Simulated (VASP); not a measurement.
Wanted: the native input for a VASP 6.6.1 run.

```
Task                   : single point
Functional             : PBE
Potentials or basis    : VASP PAW PBE potentials, release 64 (La, Be, Se)
Cutoff                 : 520 eV
k mesh                 : 6 × 6 × 6
Occupations            : gaussian, width 0.1 eV
Spin                   : no spin polarisation
Dipole correction      : no
Further INCAR settings : ALGO = Normal; EDIFF = 1e-06; NBANDS = 33
```

The structure of La2BeSe4 lies in POSCAR:

```
La2BeSe4
1.0
    4.7022031137      2.7148182335      4.1898904718
   -4.7022031137      2.7148182335      4.1898904718
    0.0000000000     -5.4296364670      4.1898904718
La Be Se
2 1 4
Direct
    0.7449777145      0.7449777145      0.7449777145
    0.1956595102      0.1956595102      0.1956595102
    0.4701461888      0.4701461888      0.4701461888
    0.9710418773      0.4716268897      0.9710418773
    0.9710418773      0.9710418773      0.4716268897
    0.4716268897      0.9710418773      0.9710418773
    0.9703869523      0.9703869523      0.9703869523
```

The cell was built from a structure type or drawn by symmetry, and may not be a known phase.

One way to write it, as run:

INCAR

```
PREC = Accurate
ENCUT = 520
EDIFF = 1E-6
ISMEAR = 0
SIGMA = 0.1
LREAL = False
LASPH = True
NELM = 100
ALGO = Normal
ISIF = 2
LWAVE = False
LCHARG = False
GGA = PE
NBANDS = 33
```

KPOINTS

```
regular mesh
0
Gamma
  6 6 6
```

Potentials or basis: VASP PAW PBE potentials, release 64 (La, Be, Se).

Run with:

```sh
$ cat potpaw_PBE.64/La/POTCAR potpaw_PBE.64/Be/POTCAR potpaw_PBE.64/Se/POTCAR > POTCAR
$ mpirun -np 1 vasp_std > vasp.out
```

Results of the run:

```yaml
Pressure: 0.0 GPa
Largest_force: 0.004 eV/Å
Band_gap_on_the_k_mesh: zero (bands 24 and 25 overlap by 1.36 eV)
```

Caveat: spin-orbit coupling is left out, which moves the levels of the heavy elements.

It took 5.4 min on 1 thread of Intel(R) Xeon(R) 6975P-C (Granite Rapids), with other jobs on the host, peak memory 0.63 GiB.
